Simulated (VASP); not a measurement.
# Te2Mo in VASP: further runs

Runs on Te2Mo. Level: LDA. Tasks: single point.

All numbers are computed with VASP 6.6.1; they aren't measurements. Logs are shortened: lines on timing, memory, paths and dates and some standing lists are left out, and cuts for length are marked.

## (1) The cell of the first run

The cell holds a slab with vacuum, 3 atoms: a = 3.363 Å, b = 3.363 Å, c = 16.994 Å, α = 90.00°, β = 90.00°, γ = 120.00°.

## (2) Single point, LDA

File INCAR:

```
SYSTEM = Te2Mo
PREC = Accurate
ENCUT = 520
EDIFF = 1E-6
ISMEAR = 0
SIGMA = 0.02
LREAL = .False.
LASPH = .True.
NELM = 80
ALGO = Normal
ISIF = 2
LWAVE = .False.
LCHARG = .True.
GGA = CA
LELF = .True.
LVHAR = .True.
NBANDS = 20
```

File KPOINTS:

```
regular mesh
0
Gamma
  12 12 2
  0 0 0
```

File POSCAR:

```
Te2Mo
1.0
    3.3625515809      0.0000000000      0.0000000000
   -1.6812757904      2.9120550906      0.0000000000
    0.0000000000      0.0000000000     16.9942169885
Te Mo
2 1
Direct
    0.3333333333      0.6666666667      0.8918936679
    0.3333333333      0.6666666667      0.1081063321
    0.0000000000      0.0000000000      0.0000000000
```

Potentials or basis: VASP PAW LDA potentials, release 64 (Te, Mo_sv).

Run with:

```bash
cat potpaw_LDA.64/Te/POTCAR potpaw_LDA.64/Mo_sv/POTCAR > POTCAR
mpirun -np 1 vasp_std > vasp.out
```

OUTCAR:

```text
SYSTEM = Te2Mo
   PREC = Accurate
   ENCUT = 520
   EDIFF = 1E-6
   ISMEAR = 0
   LREAL = .False.
   LASPH = .True.
   NELM = 80
   ISIF = 2
   GGA = CA

 ion  position               nearest neighbor table
   1  0.333  0.667  0.892-   3 2.67   3 2.67   3 2.67   2 3.67
   2  0.333  0.667  0.108-   3 2.67   3 2.67   3 2.67   1 3.67
   3  0.000  0.000  0.000-   1 2.67   2 2.67   1 2.67   2 2.67   1 2.67   2 2.67

  LATTYP: Found a hexagonal cell.
 ALAT       =     3.3625515809
 C/A-ratio  =     5.0539646990

  Lattice vectors:

 A1 = (   3.3625515809,   0.0000000000,   0.0000000000)
 A2 = (  -1.6812757904,   2.9120550906,   0.0000000000)
 A3 = (   0.0000000000,   0.0000000000,  16.9942169885)

Analysis of symmetry for initial positions (statically):
=====================================================================
 Subroutine PRICEL returns:
 Original cell was already a primitive cell.

 Routine SETGRP: Setting up the symmetry group for a
 hexagonal supercell.

 Subroutine GETGRP returns: Found 12 space group operations
 (whereof 12 operations were pure point group operations)
 out of a pool of 24 trial point group operations.

The static configuration has the point symmetry D_3h.

Analysis of symmetry for dynamics (positions and initial velocities):
=====================================================================
 Subroutine PRICEL returns:
 Original cell was already a primitive cell.

 Routine SETGRP: Setting up the symmetry group for a
 hexagonal supercell.

 Subroutine GETGRP returns: Found 12 space group operations
 (whereof 12 operations were pure point group operations)
 out of a pool of 24 trial point group operations.

The dynamic configuration has the point symmetry D_3h.

 Subroutine INISYM returns: Found 12 space group operations
 (whereof 12 operations are pure point group operations),
 and found     1 'primitive' translations

----------------------------------------------------------------------------------------

                                     Primitive cell

  volume of cell :     166.4063

  direct lattice vectors                    reciprocal lattice vectors
     3.362551581  0.000000000  0.000000000     0.297393207  0.171700048  0.000000000
    -1.681275790  2.912055091  0.000000000     0.000000000  0.343400097  0.000000000
     0.000000000  0.000000000 16.994216988     0.000000000  0.000000000  0.058843547

  length of vectors
     3.362551581  3.362551581 16.994216988     0.343400097  0.343400097  0.058843547

  position of ions in fractional coordinates (direct lattice)
     0.333333333  0.666666667  0.891893668
     0.333333333  0.666666667  0.108106332
     0.000000000  0.000000000  0.000000000

  ion indices of the primitive-cell ions
   primitive index   ion index
                 1           1
                 2           2
                 3           3

----------------------------------------------------------------------------------------

 KPOINTS: regular mesh

Automatic generation of k-mesh.
 Grid dimensions read from file:
 generate k-points for:   12   12    2

 Generating k-lattice:

  Cartesian coordinates                     Fractional coordinates (reciprocal lattice)
     0.024782767  0.014308337  0.000000000     0.083333333  0.000000000  0.000000000
     0.000000000  0.028616675  0.000000000     0.000000000  0.083333333  0.000000000
     0.000000000  0.000000000  0.029421773     0.000000000  0.000000000  0.500000000

  Length of vectors
     0.028616675  0.028616675  0.029421773

  Shift w.r.t. Gamma in fractional coordinates (k-lattice)
     0.000000000  0.000000000  0.000000000

 Subroutine IBZKPT returns following result:
 ===========================================

 Found     38 irreducible k-points:

 Following reciprocal coordinates:
            Coordinates               Weight
  0.000000  0.000000  0.000000      1.000000
  0.083333  0.000000  0.000000      6.000000
  0.166667  0.000000  0.000000      6.000000
  0.250000  0.000000  0.000000      6.000000
  0.333333  0.000000  0.000000      6.000000
  0.416667  0.000000  0.000000      6.000000
[... 16 lines left out ...]
  0.250000  0.000000  0.500000      6.000000
  0.333333  0.000000  0.500000      6.000000
 [... further k-points ...]
   k-points           NKPTS =     38   k-points in BZ     NKDIM =     38   number of bands    NBANDS=     20
   number of dos      NEDOS =    301   number of ions     NIONS =      3
   total plane-waves  NPLWV =  98784
   dimension x,y,z NGX =    28 NGY =   28 NGZ =  126
   dimension x,y,z NGXF=    56 NGYF=   56 NGZF=  252
   ions per type =               2   1
   NGX,Y,Z   is equivalent  to a cutoff of  13.84, 13.84, 12.33 a.u.
   NGXF,Y,Z  is equivalent  to a cutoff of  27.69, 27.69, 24.65 a.u.
 SYSTEM =  Te2Mo
   PREC   = accura    normal or accurate (medium, high low for compatibility)
   ISTART =      0    job   : 0-new  1-cont  2-samecut
   ICHARG =      2    charge: 1-file 2-atom 10-const
   ISPIN  =      1    spin polarized calculation?
   LNONCOLLINEAR =      F non collinear calculations
   LSORBIT =      F    spin-orbit coupling
   LASPH  =      T    aspherical Exc in radial PAW
   ENCUT  =  520.0 eV  38.22 Ry    6.18 a.u.   6.25  6.25 31.60*2*pi/ulx,y,z
   NELM   =     80;   NELMIN=  2; NELMDL= -5     # of ELM steps
   EDIFF  = 0.1E-05   stopping-criterion for ELM
   LREAL  =      F    real-space projection
   EDIFFG = 0.1E-04   stopping-criterion for IOM
   NSW    =      0    number of steps for IOM
   IBRION =     -1    ionic relax: 0-MD 1-quasi-New 2-CG
   NFREE  =      0    steps in history (QN), initial steepest desc. (CG)
   ISIF   =      2    stress and relaxation
   ISYM   =      2    0-nonsym 1-usesym 2-fastsym
   POTIM  = 0.5000    time-step for ionic-motion
   TEBEG  =    0.0;   TEEND  =   0.0 temperature during run
   PSTRESS=    0.0 pullay stress
   NELECT =      26.0000    total number of electrons
   NUPDOWN=      -1.0000    fix difference up-down
   EMIN   =  10.00;   EMAX   =-10.00  energy-range for DOS
   EFERMI =   0.00;   METHOD = LEGACY
   ISMEAR =     0;   SIGMA  =   0.02  broadening in eV -4-tet -1-fermi 0-gaus
   EFERMI_NEDOS =   21; number of points for ismear=-14 and -15
   IALGO  =     38    algorithm
   IMIX   =      4    mixing-type and parameters
     AMIX     =   0.40;   BMIX     =  1.00
     AMIX_MAG =   1.60;   BMIX_MAG =  1.00
  volume/ion in A,a.u.               =      55.47       374.32
  Fermi-wavevector in a.u.,A,eV,Ry     =   0.881744  1.666255 10.578165  0.777473
  Thomas-Fermi vector in A             =   2.002282
   LORBIT       =      0    0 simple, 1 ext, 2 COOP (PROOUT), +10 PAW based schemes
   GGA     = CA    functional components
   LHFCALC =     F    Hartree Fock is set to
   AEXX    =    0.0000 exact exchange contribution
   IVDW    =     0    specifies the selected vdW correction
   LEPSILON=     F    determine dielectric tensor
   LRPA    =     F    only Hartree local field effects (RPA)
 non-spin polarized calculation
 Gauss-broadening in eV      SIGMA  =   0.02
  energy-cutoff  :      520.00
  volume of cell :      166.41
 maximum number of plane-waves:      4528
 NGX is ok and might be reduce to    28
   NGX = 13   NGY = 13   NGZ = 63

 number of electron      26.0000000 magnetization

 Free energy of the ion-electron system (eV)
  ---------------------------------------------------
  ext. energy  EPLUGINS =         0.00000000
  ---------------------------------------------------
  free energy    TOTEN  =       -20.39619726 eV

  energy without entropy =      -20.39619726  energy(sigma->0) =      -20.39619726

 E-fermi :   1.0445     XC(G=0):  -5.2571

 val. band max:        0.9121269130   @ k =   0.5000   0.0000   0.5000
 cond. band min:       1.9618158385   @ k =   0.2500   0.1667   0.0000
 fundamental gap:      1.0496889256
 Fermi energy:         1.0444665567

 k-point     1 :       0.0000    0.0000    0.0000
  band No.  band energies     occupation
      1     -59.3867      2.00000
      2     -33.8523      2.00000
      3     -33.5642      2.00000
      4     -33.5642      2.00000
      5     -12.4594      2.00000
      6     -11.5367      2.00000
[... 12 lines left out ...]
     19       5.4119      0.00000
     20       6.5152      0.00000

 k-point     2 :       0.0833    0.0000    0.0000
  band No.  band energies     occupation
      1     -59.3854      2.00000
      2     -33.8491      2.00000
      3     -33.5789      2.00000
      4     -33.5676      2.00000
      5     -12.3436      2.00000
      6     -11.4534      2.00000
[... 12 lines left out ...]
     19       5.5472      0.00000
     20       6.6537      0.00000

 k-point     3 :       0.1667    0.0000    0.0000
  band No.  band energies     occupation
      1     -59.3820      2.00000
      2     -33.8402      2.00000
      3     -33.6188      2.00000
      4     -33.5768      2.00000
      5     -12.0048      2.00000
      6     -11.2095      2.00000
[... 12 lines left out ...]
     19       5.9348      0.00000
     20       6.9653      0.00000

 k-point     4 :       0.2500    0.0000    0.0000
  band No.  band energies     occupation
      1     -59.3772      2.00000
      2     -33.8279      2.00000
      3     -33.6729      2.00000
      4     -33.5894      2.00000
      5     -11.4718      2.00000
      6     -10.8278      2.00000
[... 12 lines left out ...]
     19       6.5145      0.00000
     20       7.3900      0.00000

 k-point     5 :       0.3333    0.0000    0.0000
  band No.  band energies     occupation
      1     -59.3724      2.00000
      2     -33.8157      2.00000
      3     -33.7264      2.00000
      4     -33.6019      2.00000
      5     -10.8100      2.00000
      6     -10.3630      2.00000
[... 12 lines left out ...]
     19       6.9076      0.00000
     20       6.9558      0.00000
[... 353 lines left out ...]
      6     -11.4534      2.00000
[... 12 lines left out ...]
     19       5.3268      0.00000
     20       6.9554      0.00000

 k-point    22 :       0.1667    0.0000    0.5000
  band No.  band energies     occupation
      1     -59.3820      2.00000
      2     -33.8402      2.00000
      3     -33.6188      2.00000
      4     -33.5768      2.00000
      5     -12.0048      2.00000
      6     -11.2095      2.00000
[... 12 lines left out ...]
     19       5.7117      0.00000
     20       7.3209      0.00000

 k-point    23 :       0.2500    0.0000    0.5000
  band No.  band energies     occupation
      1     -59.3772      2.00000
      2     -33.8279      2.00000
      3     -33.6729      2.00000
      4     -33.5894      2.00000
      5     -11.4718      2.00000
      6     -10.8278      2.00000
[... 12 lines left out ...]
     19       6.3096      0.00000
     20       7.7461      0.00000

 k-point    24 :       0.3333    0.0000    0.5000
  band No.  band energies     occupation
      1     -59.3724      2.00000
      2     -33.8157      2.00000
      3     -33.7264      2.00000
      4     -33.6019      2.00000
      5     -10.8100      2.00000
      6     -10.3630      2.00000
[... 12 lines left out ...]
     19       6.8527      0.00000
     20       6.9654      0.00000

 [... further k-points ...]
[... 5 lines left out ...]
  --------------------------------------------------------------------------------------
  -------------------------------------------------------------------------------------
  Total        2.5561439      2.5561439      0.2021404      0.0000000      0.0000000      0.0000000
  in kB       24.6108258     24.6108258      1.9462291      0.0000000      0.0000000      0.0000000
  external PRESSURE =      17.0559602 kB  Pullay stress =       0.0000000 kB

 VOLUME and BASIS-vectors are now :
 -----------------------------------------------------------------------------
  energy-cutoff  :      520.00
  volume of cell :      166.41
      direct lattice vectors                 reciprocal lattice vectors
     3.362551581  0.000000000  0.000000000     0.297393207  0.171700048  0.000000000
    -1.681275790  2.912055091  0.000000000     0.000000000  0.343400097  0.000000000
     0.000000000  0.000000000 16.994216988     0.000000000  0.000000000  0.058843547

 POSITION                                       TOTAL-FORCE (eV/Angst)
 -----------------------------------------------------------------------------------
     -0.00000      1.94137     15.15703        -0.000000      0.000000     -0.058692
     -0.00000      1.94137      1.83718         0.000000     -0.000000      0.058692
      0.00000      0.00000      0.00000        -0.000000      0.000000      0.000000
 -----------------------------------------------------------------------------------
    total drift:                                0.000000     -0.000000     -0.000000

  FREE ENERGIE OF THE ION-ELECTRON SYSTEM (eV)
  ---------------------------------------------------
  free  energy   TOTEN  =       -20.3961972634 eV

  energy  without entropy=      -20.3961972634  energy(sigma->0) =      -20.39619726
```

Wall time 5.8 min (1 thread of Intel Xeon 8259CL, shared host); peak memory 0.31 GiB.

Results:

```
Free energy            : -20.3962 eV
Largest force          : 0.059 eV/Å
Band gap on the k mesh : 1.05 eV (least direct gap 1.49 eV)
```

Forces in eV/Å, atoms in the order of the input:
```
Te   0.000  0.000 -0.059
Te   0.000  0.000  0.059
Mo   0.000  0.000  0.000
```

Levels at points of the mesh, in eV from the valence-band top:
| k point | band 9 | band 10 | band 11 | band 12 | band 13 | band 14 | band 15 | band 16 | band 17 | band 18 |
| --- | --- | --- | --- | --- | --- | --- | --- | --- | --- | --- |
| (0.00, 0.00, 0.00) | -1.61 | -1.61 | -1.09 | -0.76 | -0.76 | 3.60 | 3.60 | 3.90 | 3.90 | 4.04 |
| (0.50, 0.00, 0.00) | -3.62 | -2.38 | -2.10 | -0.99 | 0.00 | 1.73 | 1.80 | 3.30 | 3.89 | 4.14 |
| (0.00, 0.00, 0.50) | -1.61 | -1.61 | -1.09 | -0.76 | -0.76 | 3.60 | 3.60 | 3.90 | 3.90 | 4.17 |
| (0.50, 0.00, 0.50) | -3.62 | -2.38 | -2.10 | -0.99 | 0.00 | 1.73 | 1.80 | 3.30 | 3.89 | 4.14 |

Caveat: spin-orbit coupling is left out, which moves the levels of the heavy elements.

## (3) Single point, LDA (equal strain along all axes, cell held: -1.5 %, then relaxed in part)

File INCAR:

```
PREC = Accurate
ENCUT = 520
EDIFF = 1E-7
ISMEAR = 0
SIGMA = 0.02
LREAL = F
LASPH = T
NELM = 60
ALGO = Normal
ISIF = 2
LWAVE = F
LCHARG = T
LELF = T
LVHAR = T
NBANDS = 20
```

File KPOINTS:

```
Automatic mesh
0
Gamma
  12 12 2
```

File POSCAR:

```
Te2Mo
1.0
    3.4145498012      0.0000000000      0.0000000000
   -1.7072749006      2.9570868703      0.0000000000
    0.0000000000      0.0000000000     17.2570141584
Te Mo
2 1
Direct
    0.3333333333      0.6666666667      0.8947884594
    0.3333333333      0.6666666667      0.1052115406
    0.0000000000      0.0000000000      0.0000000000
```

Potentials or basis: VASP PAW LDA potentials, release 64 (Te, Mo_sv).

Run with:

```bash
cat potpaw_LDA.64/Te/POTCAR potpaw_LDA.64/Mo_sv/POTCAR > POTCAR
mpirun -np 1 vasp_std > vasp.out
```

OUTCAR:

```text
PREC = Accurate
   ENCUT = 520
   EDIFF = 1E-7
   ISMEAR = 0
   LREAL = F
   LASPH = T
   NELM = 60
   ISIF = 2

 ion  position               nearest neighbor table
   1  0.333  0.667  0.895-   3 2.68   3 2.68   3 2.68   2 3.63
   2  0.333  0.667  0.105-   3 2.68   3 2.68   3 2.68   1 3.63
   3  0.000  0.000  0.000-   1 2.68   2 2.68   1 2.68   2 2.68   1 2.68   2 2.68

  LATTYP: Found a hexagonal cell.
 ALAT       =     3.4145498012
 C/A-ratio  =     5.0539646990

  Lattice vectors:

 A1 = (   3.4145498012,   0.0000000000,   0.0000000000)
 A2 = (  -1.7072749006,   2.9570868703,   0.0000000000)
 A3 = (   0.0000000000,   0.0000000000,  17.2570141584)

Analysis of symmetry for initial positions (statically):
=====================================================================
 Subroutine PRICEL returns:
 Original cell was already a primitive cell.

 Routine SETGRP: Setting up the symmetry group for a
 hexagonal supercell.

 Subroutine GETGRP returns: Found 12 space group operations
 (whereof 12 operations were pure point group operations)
[... 159 lines left out ...]
 Free energy of the ion-electron system (eV)
  ---------------------------------------------------
  ext. energy  EPLUGINS =         0.00000000
  ---------------------------------------------------
  free energy    TOTEN  =       -20.45285907 eV

  energy without entropy =      -20.45285907  energy(sigma->0) =      -20.45285907

 E-fermi :   0.6441     XC(G=0):  -5.0945

 val. band max:        0.4665924178   @ k =   0.3333   0.3333   0.5000
 cond. band min:       1.7302566803   @ k =   0.2500   0.1667   0.0000
 fundamental gap:      1.2636642625
 Fermi energy:         0.6441457868

 k-point     1 :       0.0000    0.0000    0.0000
  band No.  band energies     occupation
      1     -59.7253      2.00000
      2     -34.1563      2.00000
      3     -33.9239      2.00000
      4     -33.9239      2.00000
      5     -12.5770      2.00000
      6     -11.6172      2.00000
[... 541 lines left out ...]
     19       6.5456      0.00000
     20       6.5698      0.00000

 [... further k-points ...]
[... 5 lines left out ...]
  --------------------------------------------------------------------------------------
  -------------------------------------------------------------------------------------
  Total        1.2900581      1.2900581      0.1983562      0.0000000     -0.0000000     -0.0000000
  in kB       11.8619660     11.8619660      1.8238669      0.0000000     -0.0000000     -0.0000000
  external PRESSURE =       8.5159330 kB  Pullay stress =       0.0000000 kB

 VOLUME and BASIS-vectors are now :
 -----------------------------------------------------------------------------
  energy-cutoff  :      520.00
  volume of cell :      174.25
      direct lattice vectors                 reciprocal lattice vectors
     3.414549801  0.000000000  0.000000000     0.292864377  0.169085327  0.000000000
    -1.707274901  2.957086870  0.000000000     0.000000000  0.338170654  0.000000000
     0.000000000  0.000000000 17.257014158     0.000000000  0.000000000  0.057947452

 POSITION                                       TOTAL-FORCE (eV/Angst)
 -----------------------------------------------------------------------------------
     -0.00000      1.97139     15.44138        -0.000000      0.000000     -0.058427
     -0.00000      1.97139      1.81564        -0.000000      0.000000      0.058427
      0.00000      0.00000      0.00000         0.000000     -0.000000      0.000000
 -----------------------------------------------------------------------------------
    total drift:                                0.000000     -0.000000     -0.000000

  FREE ENERGIE OF THE ION-ELECTRON SYSTEM (eV)
  ---------------------------------------------------
  free  energy   TOTEN  =       -20.4528590663 eV

  energy  without entropy=      -20.4528590663  energy(sigma->0) =      -20.45285907
```

OSZICAR:

```text
N       E                     dE             d eps       ncg     rms          rms(c)
DAV:   1     0.151260596457E+03    0.15126E+03   -0.11485E+04  1920   0.105E+03
DAV:   2    -0.125798679887E+02   -0.16384E+03   -0.15955E+03  2004   0.244E+02
DAV:   3    -0.209469432394E+02   -0.83671E+01   -0.82877E+01  1928   0.477E+01
[... 15 lines left out ...]
DAV:  19    -0.204528519826E+02   -0.74753E-05   -0.27413E-07  1608   0.305E-03    0.198E-03
DAV:  20    -0.204528578218E+02   -0.58392E-05   -0.30291E-07  1360   0.229E-03    0.113E-03
DAV:  21    -0.204528587542E+02   -0.93246E-06   -0.31828E-08  1372   0.680E-04    0.852E-04
DAV:  22    -0.204528590296E+02   -0.27538E-06   -0.78007E-09  1188   0.283E-04    0.351E-04
DAV:  23    -0.204528590663E+02   -0.36724E-07   -0.16604E-09  1136   0.208E-04
   1 F= -.20452859E+02 E0= -.20452859E+02  d E =-.983919E-38
```

It took 5.2 min on 1 thread of Intel Xeon 8259CL, shared host; peak memory 0.32 GiB.

What came out:

```yaml
Free_energy: -20.4529 eV
Largest_force: 0.058 eV/Å
Band_gap_on_the_k_mesh: 1.26 eV (least direct gap 1.38 eV)
```

Forces in eV/Å, atoms in the order of the input:
```
Te   0.000  0.000 -0.058
Te   0.000  0.000  0.058
Mo   0.000  0.000  0.000
```

Caveat: the cell differs from its parent crystal (equal strain along all axes, cell held: -1.5 %, then relaxed in part); spin-orbit coupling is left out, which moves the levels of the heavy elements.
